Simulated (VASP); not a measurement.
BeS, 2 atoms in the cell. The structure is cubic, space group F-43m (No. 216). The conventional cell has a = 4.678 Å, b = 4.678 Å, c = 4.678 Å, α = 90.00°, β = 90.00°, γ = 90.00°. Be (site symmetry -43m) has 4 S at 2.03 Å within 2.7 Å. S (site symmetry -43m) has 4 Be at 2.03 Å within 2.7 Å.  This cell differs from its parent crystal: volume 12.796 Å^3 an atom, c/a of the conventional cell 1.0000.

- Program: VASP 6.6.1
- Task: single point
- Functional: PBEsol
- Potentials or basis: VASP PAW PBE potentials, release 64 (Be, S)
- Cutoff: 520 eV
- k mesh: 10 × 10 × 10
- Occupations: gaussian, width 0.05 eV
- Spin: no spin polarisation
- Dipole correction: no
- Further INCAR settings: ALGO = Normal; EDIFF = 1e-06; NBANDS = 11

Potentials or basis: VASP PAW PBE potentials, release 64 (Be, S).

Command:

```sh
$ cat potpaw_PBE.64/Be/POTCAR potpaw_PBE.64/S/POTCAR > POTCAR
$ mpirun -np 1 vasp_std > vasp.out
```

Hardware: 1 thread of Intel Xeon 8259CL (shared host).

Question: How long does it take, and how much memory?

Answer: It took 36 s on 1 thread of Intel Xeon 8259CL, with other jobs on the host, peak memory 0.15 GiB. Counts: scf iterations 12, k points 47.
